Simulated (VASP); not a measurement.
A run of VASP 6.6.1:

Contents of INCAR:

```
SYSTEM = ScPd
  PREC = Accurate
  ENCUT = 520
  EDIFF = 1E-8
  ISMEAR = 1
  SIGMA = 0.2
  LREAL = .False.
  LASPH = .True.
  NELM = 80
  ALGO = Normal
  ISIF = 2
  LWAVE = .False.
  LCHARG = .False.
  GGA = PS
  IBRION = 8
  NSW = 1
```

File KPOINTS:

```
regular mesh
0
Gamma
  10 10 10
  0 0 0
```

POSCAR

```
ScPd
1.0
    3.2683626003      0.0000000000      0.0000000000
    0.0000000000      3.2683626003      0.0000000000
    0.0000000000      0.0000000000      3.2683626003
Sc Pd
1 1
Direct
    0.0000000000      0.0000000000      0.0000000000
    0.5000000000      0.5000000000      0.5000000000
```

Potentials or basis: VASP PAW PBE potentials, release 64 (Sc_sv, Pd).

Command:

```bash
$ cat potpaw_PBE.64/Sc_sv/POTCAR potpaw_PBE.64/Pd/POTCAR > POTCAR
$ mpirun -np 1 vasp_std > vasp.out
```

Hardware: 1 thread of Intel(R) Xeon(R) Platinum 8259CL CPU @ 2.50GHz (Skylake/Cascade Lake) (shared host).

Q: Estimate the wall time of this run.

A: It took 2.6 min on 1 thread of Intel(R) Xeon(R) Platinum 8259CL CPU @ 2.50GHz (Skylake/Cascade Lake) (shared host), peak memory 0.29 GiB. Counts: scf iterations 45, k points 56.
